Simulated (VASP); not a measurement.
## P: single point with PBE

The system is P.

```
CELL_PARAMETERS angstrom
1.65961 -5.55679 0.00000
1.65961 5.55679 0.00000
0.00000 0.00000 4.54687
ATOMIC_POSITIONS crystal
P 0.09552 0.90448 0.91422
P 0.59552 0.40448 0.58578
P 0.90448 0.09552 0.08578
P 0.40448 0.59552 0.41422
```

| Quantity | Value |
| --- | --- |
| Program | VASP 6.6.1 |
| Task | single point |
| Functional | PBE |
| Potentials or basis | VASP PAW PBE potentials, release 64 (P) |
| Cutoff | 520 eV |
| k mesh | 6 × 6 × 4 |
| Occupations | gaussian, width 0.1 eV |
| Spin | no spin polarisation |

```json
{
  "Pressure": "-0.3 GPa",
  "Largest force": "0.064 eV/Å",
  "Band gap on the k mesh": "0.11 eV, direct"
}
```

Forces on the atoms (eV/Å):
```
P    0.000  0.049 -0.041
P    0.000  0.049  0.041
P    0.000 -0.049  0.041
P    0.000 -0.049 -0.041
```

Stress tensor (GPa, compression positive):
```
-0.28  0.00  0.00
 0.00 -0.22  0.00
 0.00  0.00 -0.45
```

Levels at points of the mesh, in eV from the valence-band top:
```tsv
k point	band 7	band 8	band 9	band 10	band 11	band 12	band 13	band 14
(0.00, 0.00, 0.00)	-3.86	-2.67	-2.36	-1.11	0.72	1.17	2.01	2.84
(0.50, 0.00, 0.00)	-3.27	-3.27	-2.55	-2.55	0.74	0.74	1.47	1.47
(0.50, 0.50, 0.00)	-3.95	-2.21	-1.60	0.00	0.11	0.95	2.20	2.75
(0.00, 0.00, 0.50)	-3.06	-3.06	-1.53	-1.53	1.50	1.50	2.88	2.88
(0.50, 0.00, 0.50)	-5.24	-5.24	-1.77	-1.77	1.77	1.77	3.48	3.48
(0.50, 0.50, 0.50)	-2.76	-2.76	-1.82	-1.82	1.49	1.49	2.53	2.53
```

Wall time 77 s on 1 thread of AMD EPYC 7R43 64-Core Processor (Zen 3) (shared host), peak memory 0.23 GiB.

A k mesh can miss the band edges.
